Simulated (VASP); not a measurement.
Write the native input for VASP 6.6.1 that does the following.

```
Task                   : single point
Functional             : LDA
Potentials or basis    : VASP PAW LDA potentials, release 64 (Al, N)
Cutoff                 : 520 eV
k mesh                 : 9 × 9 × 6
Occupations            : gaussian, width 0.05 eV
Spin                   : no spin polarisation
Dipole correction      : no
Further INCAR settings : ALGO = Normal; EDIFF = 1e-06; NBANDS = 16
```

The structure of AlN lies in POSCAR:

```
AlN
1.0
    3.2211525400      0.0000000000      0.0000000000
   -1.6105762700      2.7895999291      0.0000000000
    0.0000000000      0.0000000000      4.0322059422
Al N
2 2
Direct
    0.3333333333      0.6666666667      0.7609379390
    0.6666666667      0.3333333333      0.2609379390
    0.3333333333      0.6666666667      0.2289303619
    0.6666666667      0.3333333333      0.7289303619
```

These files were run (other wordings do the same):

INCAR

```
SYSTEM = AlN
PREC = Accurate
ENCUT = 520
EDIFF = 1E-6
ISMEAR = 0
SIGMA = 0.05
LREAL = .False.
LASPH = .True.
NELM = 100
ALGO = Normal
ISIF = 2
LWAVE = .False.
LCHARG = .False.
NBANDS = 16
```

KPOINTS

```
Automatic mesh
0
Gamma
  9 9 6
  0 0 0
```

Potentials or basis: VASP PAW LDA potentials, release 64 (Al, N).

The run is started by

```bash
$ cat potpaw_LDA.64/Al/POTCAR potpaw_LDA.64/N/POTCAR > POTCAR
$ mpirun -np 1 vasp_std > vasp.out
```

Results of the run:

- Pressure: 15.5 GPa
- Largest force: 0.711 eV/Å
- Band gap on the k mesh: 4.07 eV, direct

Run time: 6.6 s on 1 thread of Intel(R) Xeon(R) 6975P-C (Granite Rapids) (shared host), peak memory 0.14 GiB.
